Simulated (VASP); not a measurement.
# FeS2 (Pa-3) in VASP: single point with r2SCAN

Aim: the single point of FeS2 with r2SCAN.

Program: VASP 6.6.1. These are calculated values, not measurements. Logs are shortened: lines on timing, memory, paths and dates and some standing lists are left out, and cuts for length are marked.

## 1. The cell of the first run

The structure is cubic, space group Pa-3 (No. 205). The conventional cell has a = 5.509 Å, b = 5.509 Å, c = 5.509 Å, α = 90.00°, β = 90.00°, γ = 90.00°. Fe (site symmetry -3) has 6 S at 2.30 Å within 3.0 Å. S (site symmetry 3) has 1 S at 2.19 Å and 3 Fe at 2.30 Å within 2.9 Å.

## 2. Single point, r2SCAN (13.93 Å³/atom)

Contents of POSCAR:

```
FeS2
1.0
    5.5089800504      0.0000000000      0.0000000000
    0.0000000000      5.5089800504      0.0000000000
    0.0000000000      0.0000000000      5.5089800504
Fe S
4 8
Direct
    0.0000000000      0.5000000000      0.5000000000
    0.5000000000      0.5000000000      0.0000000000
    0.5000000000      0.0000000000      0.5000000000
    0.0000000000      0.0000000000      0.0000000000
    0.3849931412      0.1150068588      0.8849931412
    0.1150068588      0.8849931412      0.3849931412
    0.8849931412      0.3849931412      0.1150068588
    0.6150068588      0.6150068588      0.6150068588
    0.3849931412      0.3849931412      0.3849931412
    0.1150068588      0.6150068588      0.8849931412
    0.8849931412      0.1150068588      0.6150068588
    0.6150068588      0.8849931412      0.1150068588
```

Contents of INCAR.step1:

```
  ALGO = Normal
  EDIFF = 1E-5
  ENCUT = 760
  GGA = PE
  GGA_COMPAT = F
  ISMEAR = 0
  LASPH = T
  LCHARG = F
  LREAL = F
  LWAVE = T
  NBANDS = 68
  NELM = 120
  PREC = Accurate
  SIGMA = 0.01
```

Contents of INCAR.step2:

```
  ALGO = Normal
  EDIFF = 1E-6
  ENCUT = 760
  GGA_COMPAT = F
  ISIF = 2
  ISMEAR = 0
  ISTART = 1
  LASPH = T
  LCHARG = F
  LMIXTAU = T
  LREAL = F
  LWAVE = F
  METAGGA = R2SCAN
  NBANDS = 68
  NELM = 120
  PREC = Accurate
  SIGMA = 0.01
```

Contents of KPOINTS:

```
k-points
0
Gamma
  4 4 4
```

Potentials or basis: VASP PAW PBE potentials, release 64 (Fe_sv, S).

The run is started by

```bash
cat potpaw_PBE.64/Fe_sv/POTCAR potpaw_PBE.64/S/POTCAR > POTCAR
cp INCAR.step1 INCAR
mpirun -np 1 vasp_std > vasp.out
cp INCAR.step2 INCAR
mpirun -np 1 vasp_std > vasp.out
```

OUTCAR:

```text
EDIFF = 1E-6
   ENCUT = 760
   ISIF = 2
   ISMEAR = 0
   ISTART = 1
   LASPH = T
   LREAL = F
   METAGGA = R2SCAN
   NELM = 120
   PREC = Accurate

 ion  position               nearest neighbor table
   1  0.000  0.500  0.500-   6 2.30   7 2.30   8 2.30   9 2.30  10 2.30  11 2.30
   2  0.500  0.500  0.000-   5 2.30   7 2.30   8 2.30   9 2.30  10 2.30  12 2.30
   3  0.500  0.000  0.500-   5 2.30   6 2.30   8 2.30   9 2.30  11 2.30  12 2.30
   4  0.000  0.000  0.000-   5 2.30   6 2.30   7 2.30  10 2.30  11 2.30  12 2.30
   5  0.385  0.115  0.885-  12 2.19   3 2.30   4 2.30   2 2.30
   6  0.115  0.885  0.385-  11 2.19   3 2.30   4 2.30   1 2.30
   7  0.885  0.385  0.115-  10 2.19   2 2.30   4 2.30   1 2.30
   8  0.615  0.615  0.615-   9 2.19   2 2.30   3 2.30   1 2.30
   9  0.385  0.385  0.385-   8 2.19   2 2.30   3 2.30   1 2.30
  10  0.115  0.615  0.885-   7 2.19   2 2.30   4 2.30   1 2.30
  11  0.885  0.115  0.615-   6 2.19   3 2.30   4 2.30   1 2.30
  12  0.615  0.885  0.115-   5 2.19   3 2.30   4 2.30   2 2.30

  LATTYP: Found a simple cubic cell.
 ALAT       =     5.5089800504

  Lattice vectors:

 A1 = (   5.5089800504,   0.0000000000,   0.0000000000)
 A2 = (   0.0000000000,   5.5089800504,   0.0000000000)
 A3 = (   0.0000000000,   0.0000000000,   5.5089800504)

Analysis of symmetry for initial positions (statically):
=====================================================================
 Subroutine PRICEL returns:
 Original cell was already a primitive cell.

 Routine SETGRP: Setting up the symmetry group for a
 simple cubic supercell.

 Subroutine GETGRP returns: Found 24 space group operations
 (whereof  6 operations were pure point group operations)
 out of a pool of 48 trial point group operations.

The static configuration has the point symmetry S_6 .
 The point group associated with its full space group is T_h .

Analysis of symmetry for dynamics (positions and initial velocities):
=====================================================================
 Subroutine PRICEL returns:
 Original cell was already a primitive cell.

 Routine SETGRP: Setting up the symmetry group for a
 simple cubic supercell.

 Subroutine GETGRP returns: Found 24 space group operations
 (whereof  6 operations were pure point group operations)
 out of a pool of 48 trial point group operations.

The dynamic configuration has the point symmetry S_6 .
 The point group associated with its full space group is T_h .

 Subroutine INISYM returns: Found 24 space group operations
 (whereof  6 operations are pure point group operations),
 and found     1 'primitive' translations

----------------------------------------------------------------------------------------

                                     Primitive cell

  volume of cell :     167.1913

  direct lattice vectors                    reciprocal lattice vectors
     5.508980050  0.000000000  0.000000000     0.181521805  0.000000000  0.000000000
     0.000000000  5.508980050  0.000000000     0.000000000  0.181521805  0.000000000
     0.000000000  0.000000000  5.508980050     0.000000000  0.000000000  0.181521805

  length of vectors
     5.508980050  5.508980050  5.508980050     0.181521805  0.181521805  0.181521805

  position of ions in fractional coordinates (direct lattice)
     0.000000000  0.500000000  0.500000000
     0.500000000  0.500000000  0.000000000
     0.500000000  0.000000000  0.500000000
     0.000000000  0.000000000  0.000000000
     0.384993141  0.115006859  0.884993141
     0.115006859  0.884993141  0.384993141
     0.884993141  0.384993141  0.115006859
     0.615006859  0.615006859  0.615006859
     0.384993141  0.384993141  0.384993141
     0.115006859  0.615006859  0.884993141
     0.884993141  0.115006859  0.615006859
     0.615006859  0.884993141  0.115006859

  ion indices of the primitive-cell ions
   primitive index   ion index
                 1           1
                 2           2
                 3           3
                 4           4
                 5           5
                 6           6
                 7           7
                 8           8
                 9           9
                10          10
                11          11
                12          12

----------------------------------------------------------------------------------------

 KPOINTS: k-points

Automatic generation of k-mesh.
 Grid dimensions read from file:
 generate k-points for:    4    4    4

 Generating k-lattice:

  Cartesian coordinates                     Fractional coordinates (reciprocal lattice)
     0.045380451  0.000000000  0.000000000     0.250000000  0.000000000  0.000000000
     0.000000000  0.045380451  0.000000000     0.000000000  0.250000000  0.000000000
     0.000000000  0.000000000  0.045380451     0.000000000  0.000000000  0.250000000

  Length of vectors
     0.045380451  0.045380451  0.045380451

  Shift w.r.t. Gamma in fractional coordinates (k-lattice)
     0.000000000  0.000000000  0.000000000

 Subroutine IBZKPT returns following result:
 ===========================================

 Found     11 irreducible k-points:

 Following reciprocal coordinates:
            Coordinates               Weight
  0.000000  0.000000  0.000000      1.000000
  0.250000  0.000000  0.000000      6.000000
  0.500000  0.000000  0.000000      3.000000
  0.250000  0.250000  0.000000     12.000000
  0.500000  0.250000  0.000000      6.000000
 -0.250000  0.500000  0.000000      6.000000
  0.500000  0.500000  0.000000      3.000000
  0.250000  0.250000  0.250000      8.000000
  0.500000  0.250000  0.250000     12.000000
  0.500000  0.500000  0.250000      6.000000
  0.500000  0.500000  0.500000      1.000000
   k-points           NKPTS =     11   k-points in BZ     NKDIM =     11   number of bands    NBANDS=     68
   number of dos      NEDOS =    301   number of ions     NIONS =     12
   total plane-waves  NPLWV = 125000
   dimension x,y,z NGX =    50 NGY =   50 NGZ =   50
   dimension x,y,z NGXF=   100 NGYF=  100 NGZF=  100
   ions per type =               4   8
   NGX,Y,Z   is equivalent  to a cutoff of  15.09, 15.09, 15.09 a.u.
   NGXF,Y,Z  is equivalent  to a cutoff of  30.18, 30.18, 30.18 a.u.
 SYSTEM =  unknown system
   PREC   = accura    normal or accurate (medium, high low for compatibility)
   ISTART =      1    job   : 0-new  1-cont  2-samecut
   ICHARG =      0    charge: 1-file 2-atom 10-const
   ISPIN  =      1    spin polarized calculation?
   LNONCOLLINEAR =      F non collinear calculations
   LSORBIT =      F    spin-orbit coupling
   LASPH  =      T    aspherical Exc in radial PAW
   ENCUT  =  760.0 eV  55.86 Ry    7.47 a.u.  12.38 12.38 12.38*2*pi/ulx,y,z
   NELM   =    120;   NELMIN=  2; NELMDL=  0     # of ELM steps
   EDIFF  = 0.1E-05   stopping-criterion for ELM
   LREAL  =      F    real-space projection
   EDIFFG = 0.1E-04   stopping-criterion for IOM
   NSW    =      0    number of steps for IOM
   IBRION =     -1    ionic relax: 0-MD 1-quasi-New 2-CG
   NFREE  =      0    steps in history (QN), initial steepest desc. (CG)
   ISIF   =      2    stress and relaxation
   ISYM   =      2    0-nonsym 1-usesym 2-fastsym
   POTIM  = 0.5000    time-step for ionic-motion
   TEBEG  =    0.0;   TEEND  =   0.0 temperature during run
   PSTRESS=    0.0 pullay stress
   NELECT =     112.0000    total number of electrons
   NUPDOWN=      -1.0000    fix difference up-down
   EMIN   =  10.00;   EMAX   =-10.00  energy-range for DOS
   EFERMI =   0.00;   METHOD = LEGACY
   ISMEAR =     0;   SIGMA  =   0.01  broadening in eV -4-tet -1-fermi 0-gaus
   EFERMI_NEDOS =   21; number of points for ismear=-14 and -15
   IALGO  =     38    algorithm
   IMIX   =      4    mixing-type and parameters
     AMIX     =   0.40;   BMIX     =  1.00
     AMIX_MAG =   1.60;   BMIX_MAG =  1.00
  volume/ion in A,a.u.               =      13.93        94.02
  Fermi-wavevector in a.u.,A,eV,Ry     =   1.432440  2.706918 27.917564  2.051883
  Thomas-Fermi vector in A             =   2.552067
   LORBIT       =      0    0 simple, 1 ext, 2 COOP (PROOUT), +10 PAW based schemes
   METAGGA = R2SCAN    functional components
   LHFCALC =     F    Hartree Fock is set to
   AEXX    =    0.0000 exact exchange contribution
   IVDW    =     0    specifies the selected vdW correction
   LEPSILON=     F    determine dielectric tensor
   LRPA    =     F    only Hartree local field effects (RPA)
 non-spin polarized calculation
 Gauss-broadening in eV      SIGMA  =   0.01
  energy-cutoff  :      760.00
  volume of cell :      167.19
 maximum number of plane-waves:      8025
 NGX is ok and might be reduce to    50
   NGX = 25   NGY = 25   NGZ = 25

 number of electron     112.0000066 magnetization

 Free energy of the ion-electron system (eV)
  ---------------------------------------------------
  ext. energy  EPLUGINS =         0.00000000
  ---------------------------------------------------
  free energy    TOTEN  =      -127.83701808 eV

  energy without entropy =     -127.83701808  energy(sigma->0) =     -127.83701808

 E-fermi :   8.7164     XC(G=0): -12.4804

 val. band max:        8.6541409844   @ k =   0.5000   0.0000   0.0000
 cond. band min:       9.5861732784   @ k =   0.0000   0.0000   0.0000
 fundamental gap:      0.9320322940
 Fermi energy:         8.7163867413

 k-point     1 :       0.0000    0.0000    0.0000
  band No.  band energies     occupation
      1     -80.5402      2.00000
      2     -80.5400      2.00000
      3     -80.5400      2.00000
      4     -80.5400      2.00000
      5     -45.3928      2.00000
      6     -45.3928      2.00000
[... 60 lines left out ...]
     67      12.7756      0.00000
     68      12.7756      0.00000
[... 708 lines left out ...]
     67      12.0384      0.00000
     68      12.0384      0.00000

------------------------ aborting loop because EDIFF is reached ----------------------------------------

  FORCE on cell =-STRESS in cart. coord.  units (eV):
  Direction    XX          YY          ZZ          XY          YZ          ZX
  --------------------------------------------------------------------------------------
  -------------------------------------------------------------------------------------
  Total       -8.9959146     -8.9959146     -8.9959146      0.0000000      0.0000000      0.0000000
  in kB      -86.2069554    -86.2069554    -86.2069554      0.0000000      0.0000000      0.0000000
  external PRESSURE =     -86.2069554 kB  Pullay stress =       0.0000000 kB

 VOLUME and BASIS-vectors are now :
 -----------------------------------------------------------------------------
  energy-cutoff  :      760.00
  volume of cell :      167.19
      direct lattice vectors                 reciprocal lattice vectors
     5.508980050  0.000000000  0.000000000     0.181521805  0.000000000  0.000000000
     0.000000000  5.508980050  0.000000000     0.000000000  0.181521805  0.000000000
     0.000000000  0.000000000  5.508980050     0.000000000  0.000000000  0.181521805

 POSITION                                       TOTAL-FORCE (eV/Angst)
 -----------------------------------------------------------------------------------
      0.00000      2.75449      2.75449         0.000000     -0.000000     -0.000000
      2.75449      2.75449      0.00000         0.000000     -0.000000     -0.000000
      2.75449      0.00000      2.75449         0.000000     -0.000000     -0.000000
      0.00000      0.00000      0.00000         0.000000     -0.000000     -0.000000
      2.12092      0.63357      4.87541         0.116736     -0.116736      0.116736
      0.63357      4.87541      2.12092        -0.116736      0.116736      0.116736
      4.87541      2.12092      0.63357         0.116736      0.116736     -0.116736
      3.38806      3.38806      3.38806        -0.116736     -0.116736     -0.116736
      2.12092      2.12092      2.12092         0.116736      0.116736      0.116736
      0.63357      3.38806      4.87541        -0.116736     -0.116736      0.116736
      4.87541      0.63357      3.38806         0.116736     -0.116736     -0.116736
      3.38806      4.87541      0.63357        -0.116736      0.116736     -0.116736
 -----------------------------------------------------------------------------------
    total drift:                               -0.000000     -0.000000      0.000000

  FREE ENERGIE OF THE ION-ELECTRON SYSTEM (eV)
  ---------------------------------------------------
  free  energy   TOTEN  =      -127.8370180835 eV

  energy  without entropy=     -127.8370180835  energy(sigma->0) =     -127.83701808
```

It took 19 min on 1 thread of Intel Xeon Platinum 8259CL at 2.50GHz (Skylake/Cascade Lake), shared host; peak memory 0.46 GiB.

Results:

| Item | Value |
| --- | --- |
| Free energy | -127.8370 eV |
| Pressure | -8.6 GPa |
| Largest force | 0.202 eV/Å |
| Band gap on the k mesh | 0.93 eV (least direct gap 0.99 eV) |

Forces on the atoms (eV/Å):
```
Fe   0.000  0.000  0.000
Fe   0.000  0.000  0.000
Fe   0.000  0.000  0.000
Fe   0.000  0.000  0.000
S    0.117 -0.117  0.117
S   -0.117  0.117  0.117
S    0.117  0.117 -0.117
S   -0.117 -0.117 -0.117
S    0.117  0.117  0.117
S   -0.117 -0.117  0.117
S    0.117 -0.117 -0.117
S   -0.117  0.117 -0.117
```

Levels at points of the mesh, in eV from the valence-band top:
```csv
k point,band 53,band 54,band 55,band 56,band 57,band 58,band 59,band 60
"(0.00, 0.00, 0.00)",-0.12,-0.12,-0.12,-0.06,0.93,1.85,1.85,1.85
"(0.50, 0.00, 0.00)",-0.10,-0.10,0.00,0.00,1.95,1.95,1.96,1.96
"(0.50, 0.50, 0.00)",-0.09,-0.09,-0.09,-0.09,2.13,2.13,2.13,2.13
"(0.50, 0.50, 0.50)",-0.31,-0.31,-0.31,-0.31,1.83,1.83,1.83,1.83
```

Caveat: the cell stands under tension; the PAW data sets were made with another functional, which shifts forces and pressure a little. Spin polarisation is off, so any magnetic state and its effect on volume and gap are missing.
